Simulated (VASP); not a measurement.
Wanted: the native input for a VASP 6.6.1 run.

```
Task                   : electric field gradients
Functional             : PBE
Potentials or basis    : VASP PAW PBE potentials, release 64 (Zr_sv)
Cutoff                 : 520 eV
k mesh                 : 15 × 15 × 10
Occupations            : gaussian, width 0.1 eV
Spin                   : no spin polarisation
Dipole correction      : no
Further INCAR settings : ALGO = Fast; EDIFF = 1e-08; NBANDS = 19
```

The structure of Zr lies in POSCAR:

```
Zr
1.0
    3.2330000000      0.0000000000      0.0000000000
   -1.6165000000      2.7998601304      0.0000000000
    0.0000000000      0.0000000000      5.1490000000
Zr
2
Direct
    0.0000000000      0.0000000000      0.0000000000
    0.3333333333      0.6666666667      0.5000000000
```

The input as run:

INCAR

```
PREC = Accurate
ENCUT = 520
EDIFF = 1E-8
ISMEAR = 0
SIGMA = 0.1
LREAL = F
LASPH = T
NELM = 80
ALGO = Fast
ISIF = 2
LWAVE = F
LCHARG = F
GGA = PE
LEFG = T
NBANDS = 19
```

KPOINTS

```
Automatic mesh
0
Gamma
  15 15 10
```

Potentials or basis: VASP PAW PBE potentials, release 64 (Zr_sv).

Run with:

```bash
$ cat potpaw_PBE.64/Zr_sv/POTCAR > POTCAR
$ mpirun -np 1 vasp_std > vasp.out
```

Results of the run:

- Pressure: 0.6 GPa
- Band gap on the k mesh: zero (band 12 reaches 9.89 eV, above the bottom of band 13 at 8.67 eV)

Caveat: without QUAD_EFG the Cq values of the log hold for a quadrupole moment of 1 mb, not for the nuclei.

Run time: 5 min on 1 thread of Intel Xeon 6975P-C (shared host), peak memory 0.25 GiB.
